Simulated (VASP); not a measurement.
# MgO (P6_3/mmc) in VASP: a series of runs, part 2 of 2

VASP 6.6.1. The steps go on from the part before.

## Step 3: Single point, r2SCAN

This run uses another cell than the first one, of 10.99 Å³/atom, 1.064 times its volume.

POSCAR

```
MgO
1.0
    3.4863778627      0.0000000000      0.0000000000
   -1.7431889314      3.0192917963      0.0000000000
    0.0000000000      0.0000000000      4.1780412200
Mg O
2 2
Direct
    0.6666666700      0.3333333300      0.7500000000
    0.3333333300      0.6666666700      0.2500000000
    0.6666666700      0.3333333300      0.2500000000
    0.3333333300      0.6666666700      0.7500000000
```

INCAR.step1

```
SYSTEM = MgO
ALGO     = Normal         ! electronic algorithm
EDIFF    = 1E-4           ! SCF threshold, eV
ENCUT    = 520            ! plane-wave cutoff, eV
GGA      = PE             ! functional
ISMEAR   = 0              ! smearing method
LASPH    = .TRUE.         ! aspherical terms in the spheres
LCHARG   = .FALSE.        ! write CHGCAR
LREAL    = .FALSE.        ! projectors in reciprocal space
LWAVE    = .TRUE.         ! write WAVECAR
NBANDS   = 16             ! bands
NELM     = 60             ! most SCF steps
PREC     = Accurate       ! precision mode
SIGMA    = 0.05           ! smearing width, eV
```

INCAR.step2

```
SYSTEM = MgO
ALGO     = Normal         ! electronic algorithm
EDIFF    = 1E-6           ! SCF threshold, eV
ENCUT    = 520            ! plane-wave cutoff, eV
ISIF     = 2              ! what is computed and relaxed
ISMEAR   = 0              ! smearing method
ISTART   = 1            
LASPH    = .TRUE.         ! aspherical terms in the spheres
LCHARG   = .FALSE.        ! write CHGCAR
LMIXTAU  = .TRUE.       
LREAL    = .FALSE.        ! projectors in reciprocal space
LWAVE    = .FALSE.        ! write WAVECAR
METAGGA  = R2SCAN         ! meta-GGA
NBANDS   = 16             ! bands
NELM     = 60             ! most SCF steps
PREC     = Accurate       ! precision mode
SIGMA    = 0.05           ! smearing width, eV
```

KPOINTS

```
k-points
0
G
  9 9 8
  0 0 0
```

Potentials or basis: VASP PAW PBE potentials, release 64 (Mg, O).

Launch:

```console
$ cat potpaw_PBE.64/Mg/POTCAR potpaw_PBE.64/O/POTCAR > POTCAR
$ cp INCAR.step1 INCAR
$ mpirun -np 1 vasp_std > vasp.out
$ cp INCAR.step2 INCAR
$ mpirun -np 1 vasp_std > vasp.out
```

OUTCAR:

```text
SYSTEM = MgO
   EDIFF = 1E-6
   ENCUT = 520
   ISIF = 2
   ISMEAR = 0
   ISTART = 1
   LASPH = .TRUE.
   LREAL = .FALSE.
   METAGGA = R2SCAN
   NELM = 60
   PREC = Accurate

 ion  position               nearest neighbor table
   1  0.667  0.333  0.750-   4 2.01   4 2.01   4 2.01   3 2.09   3 2.09   2 2.90   2 2.90   2 2.90
                             2 2.90   2 2.90   2 2.90
   2  0.333  0.667  0.250-   3 2.01   3 2.01   3 2.01   4 2.09   4 2.09   1 2.90   1 2.90   1 2.90
                             1 2.90   1 2.90   1 2.90
   3  0.667  0.333  0.250-   2 2.01   2 2.01   2 2.01   1 2.09   1 2.09
   4  0.333  0.667  0.750-   1 2.01   1 2.01   1 2.01   2 2.09   2 2.09

  LATTYP: Found a hexagonal cell.
 ALAT       =     3.4863778627
 C/A-ratio  =     1.1983902447

  Lattice vectors:

 A1 = (   3.4863778627,   0.0000000000,   0.0000000000)
 A2 = (  -1.7431889314,   3.0192917963,   0.0000000000)
 A3 = (   0.0000000000,   0.0000000000,   4.1780412200)

Analysis of symmetry for initial positions (statically):
[... 176 lines left out ...]
  free energy    TOTEN  =       -32.06993649 eV

  energy without entropy =      -32.06993649  energy(sigma->0) =      -32.06993649

 E-fermi :   1.7978     XC(G=0): -10.5623

 val. band max:        1.5941966933   @ k =   0.0000   0.0000   0.0000
 cond. band min:       5.6785998669   @ k =   0.0000   0.0000   0.0000
 fundamental gap:      4.0844031736
 Fermi energy:         1.7978332194

 k-point     1 :       0.0000    0.0000    0.0000
  band No.  band energies     occupation
      1     -16.2970      2.00000
      2     -14.9287      2.00000
      3      -2.0803      2.00000
      4      -0.1736      2.00000
      5      -0.1736      2.00000
      6       0.7635      2.00000
[... 433 lines left out ...]
      3      -1.9901      2.00000
      4      -1.0419      2.00000
      5      -1.0419      2.00000
      6       0.2223      2.00000
[... 8 lines left out ...]
     15      16.5752      0.00000
     16      19.0126      0.00000

 [... further k-points ...]
[... 5 lines left out ...]
  --------------------------------------------------------------------------------------
  -------------------------------------------------------------------------------------
  Total       -0.2048064     -0.2048064     -0.1615613      0.0000000     -0.0000000      0.0000000
  in kB       -7.4610836     -7.4610836     -5.8856684      0.0000000     -0.0000000      0.0000000
  external PRESSURE =      -6.9359452 kB  Pullay stress =       0.0000000 kB

 VOLUME and BASIS-vectors are now :
 -----------------------------------------------------------------------------
  energy-cutoff  :      520.00
  volume of cell :       43.98
      direct lattice vectors                 reciprocal lattice vectors
     3.486377863  0.000000000  0.000000000     0.286830642  0.165601748  0.000000000
    -1.743188931  3.019291796  0.000000000     0.000000000  0.331203497  0.000000000
     0.000000000  0.000000000  4.178041220     0.000000000  0.000000000  0.239346609

 POSITION                                       TOTAL-FORCE (eV/Angst)
 -----------------------------------------------------------------------------------
      1.74319      1.00643      3.13353         0.000000      0.000000      0.000000
     -0.00000      2.01286      1.04451        -0.000000     -0.000000      0.000000
      1.74319      1.00643      1.04451         0.000000     -0.000000      0.000000
     -0.00000      2.01286      3.13353        -0.000000      0.000000      0.000000
 -----------------------------------------------------------------------------------
    total drift:                               -0.000004      0.000003     -0.000000

  FREE ENERGIE OF THE ION-ELECTRON SYSTEM (eV)
  ---------------------------------------------------
  free  energy   TOTEN  =       -32.0699364922 eV

  energy  without entropy=      -32.0699364922  energy(sigma->0) =      -32.06993649
```

OUTCAR.step1:

```text
SYSTEM = MgO
   EDIFF = 1E-4
   ENCUT = 520
   GGA = PE
   ISMEAR = 0
   LASPH = .TRUE.
   LREAL = .FALSE.
   NELM = 60
[... 688 lines left out ...]
     -0.00000      2.01286      1.04451         0.000000     -0.000000      0.000000
      1.74319      1.00643      1.04451        -0.000000      0.000000      0.000000
     -0.00000      2.01286      3.13353         0.000000     -0.000000      0.000000
 -----------------------------------------------------------------------------------
    total drift:                               -0.000004      0.000003     -0.000000

  FREE ENERGIE OF THE ION-ELECTRON SYSTEM (eV)
  ---------------------------------------------------
  free  energy   TOTEN  =       -23.6571949909 eV

  energy  without entropy=      -23.6571949909  energy(sigma->0) =      -23.65719499
```

Run time: 84 s. Hardware: 1 thread of Intel Xeon Platinum 8488C (Sapphire Rapids), shared host; peak memory 0.19 GiB.

What came out:

* Free energy: -32.0699 eV
* Pressure: -0.7 GPa
* Band gap on the k mesh: 4.08 eV, direct

Stress tensor (GPa, compression positive):
```
-0.75  0.00  0.00
 0.00 -0.75  0.00
 0.00  0.00 -0.59
```

Caveat: the PAW data sets were made with another functional, which shifts forces and pressure a little. r2SCAN opens gaps a little over a GGA but as a rule still falls short of measured ones.

## Step 4: Single point, r2SCAN

This run uses another cell than the first one, of 10.99 Å³/atom, 1.064 times its volume.

POSCAR is that of step 3.

INCAR.step1

```
PREC = Accurate ; ENCUT = 520
ISMEAR = 0 ; SIGMA = 0.05
LREAL = F ; LASPH = T
NELM = 80 ; NELECT = 16.5
NBANDS = 16 ; GGA = PE
ALGO = Normal ; EDIFF = 1E-4
LWAVE = T ; LCHARG = F
```

INCAR.step2

```
PREC = Accurate ; ENCUT = 520
EDIFF = 1E-7 ; ISMEAR = 0
SIGMA = 0.05 ; LREAL = F
LASPH = T ; NELM = 80
ALGO = Normal ; ISIF = 2
LWAVE = F ; LCHARG = F
METAGGA = R2SCAN ; LMIXTAU = T
NELECT = 16.5 ; NBANDS = 16
ISTART = 1
```

KPOINTS

```
Automatic mesh
0
Gamma
  9 9 8
```

Launch:

```console
$ cat potpaw_PBE.64/Mg/POTCAR potpaw_PBE.64/O/POTCAR > POTCAR
$ cp INCAR.step1 INCAR
$ mpirun -np 1 vasp_std > vasp.out
$ cp INCAR.step2 INCAR
$ mpirun -np 1 vasp_std > vasp.out
```

Wall time 1.7 min (1 thread of Intel Xeon Platinum 8488C (Sapphire Rapids), shared host); peak memory 0.19 GiB.

Results (log left out):

```yaml
Free_energy: -28.3801 eV
```

Levels at points of the mesh, in eV from the Fermi level:
| k point | band 5 | band 6 | band 7 | band 8 | band 9 | band 10 | band 11 | band 12 |
| --- | --- | --- | --- | --- | --- | --- | --- | --- |
| (0.00, 0.00, 0.00) | -8.30 | -7.34 | -7.34 | -6.52 | -2.72 | 3.63 | 6.49 | 6.77 |
| (0.00, 0.00, 0.50) | -7.84 | -7.84 | -7.84 | -7.84 | 0.38 | 0.38 | 7.13 | 7.13 |

Caveat: the cell carries a net charge on a neutralising background, which shifts energy and pressure; the cell is charged against a uniform background, so pressure and absolute levels hang on convention; the PAW data sets were made with another functional, which shifts forces and pressure a little.

## Step 5: Single point, r2SCAN

This run uses another cell than the first one, of 10.99 Å³/atom, 1.064 times its volume.

POSCAR is that of step 4.

INCAR.step1

```
SYSTEM = MgO
ALGO     = Normal         ! electronic algorithm
EDIFF    = 1E-5           ! SCF threshold, eV
ENCUT    = 660            ! plane-wave cutoff, eV
GGA      = PE             ! functional
GGA_COMPAT= .FALSE.      
ISMEAR   = 0              ! smearing method
LASPH    = .TRUE.         ! aspherical terms in the spheres
LCHARG   = .FALSE.        ! write CHGCAR
LREAL    = .FALSE.        ! projectors in reciprocal space
LWAVE    = .TRUE.         ! write WAVECAR
NBANDS   = 24             ! bands
NELM     = 120            ! most SCF steps
PREC     = Accurate       ! precision mode
SIGMA    = 0.05           ! smearing width, eV
```

INCAR.step2

```
SYSTEM = MgO
ALGO     = Normal         ! electronic algorithm
EDIFF    = 1E-6           ! SCF threshold, eV
ENCUT    = 660            ! plane-wave cutoff, eV
GGA_COMPAT= .FALSE.      
ISIF     = 2              ! what is computed and relaxed
ISMEAR   = 0              ! smearing method
ISTART   = 1            
LASPH    = .TRUE.         ! aspherical terms in the spheres
LCHARG   = .FALSE.        ! write CHGCAR
LMIXTAU  = .TRUE.       
LREAL    = .FALSE.        ! projectors in reciprocal space
LWAVE    = .FALSE.        ! write WAVECAR
METAGGA  = R2SCAN         ! meta-GGA
NBANDS   = 24             ! bands
NELM     = 120            ! most SCF steps
PREC     = Accurate       ! precision mode
SIGMA    = 0.05           ! smearing width, eV
```

KPOINTS

```
k-points
0
G
  9 9 8
  0 0 0
```

Potentials or basis: VASP PAW PBE potentials, release 64 (Mg_sv, O).

Launch:

```console
$ cat potpaw_PBE.64/Mg_sv/POTCAR potpaw_PBE.64/O/POTCAR > POTCAR
$ cp INCAR.step1 INCAR
$ mpirun -np 1 vasp_std > vasp.out
$ cp INCAR.step2 INCAR
$ mpirun -np 1 vasp_std > vasp.out
```

Run time: 5.9 min. Hardware: 1 thread of AMD EPYC 7R43 (Zen 3), shared host; peak memory 0.19 GiB.

It converged, with:

```yaml
Free_energy: -32.0968 eV
Pressure: -0.2 GPa
Band_gap_on_the_k_mesh: 4.11 eV, direct
```

Stress tensor (GPa, compression positive):
```
-0.36  0.00  0.00
 0.00 -0.36  0.00
 0.00  0.00  0.21
```

Levels at points of the mesh, in eV from the valence-band top:
```csv
k point,band 14,band 15,band 16,band 17,band 18,band 19
"(0.00, 0.00, 0.00)",-0.83,-0.83,0.00,4.11,10.47,13.20
"(0.00, 0.00, 0.50)",-1.31,-1.31,-1.31,7.16,7.16,13.88
```

Caveat: the PAW data sets were made with another functional, which shifts forces and pressure a little.

## Step 6: Overview

```csv
potentials or basis,cell,cutoff (eV),second run,gap on the mesh (eV),pressure (GPa)
"VASP PAW PBE potentials, release 64 (Mg, O)","a = 3.415, b = 3.415, c = 4.093 Å, angles 90.0, 90.0, 120.0°, 4 atoms",520,-,4.42,9.0
"VASP PAW PBE potentials, release 64 (Mg, O)","a = 3.486, b = 3.486, c = 4.178 Å, angles 90.0, 90.0, 120.0°, 4 atoms",520,-,4.08,-0.7
"VASP PAW PBE potentials, release 64 (Mg_sv, O)","a = 3.486, b = 3.486, c = 4.178 Å, angles 90.0, 90.0, 120.0°, 4 atoms",660,valence_matched,4.11,-0.2
```

Alike in all rows: task single point; level r2SCAN; no spin polarisation; k mesh 9 × 9 × 8; smearing gaussian 0.05 eV.

Caveats: the PAW data sets were made with another functional, which shifts forces and pressure a little.

Absolute energies hang on the potentials; compare differences alone.
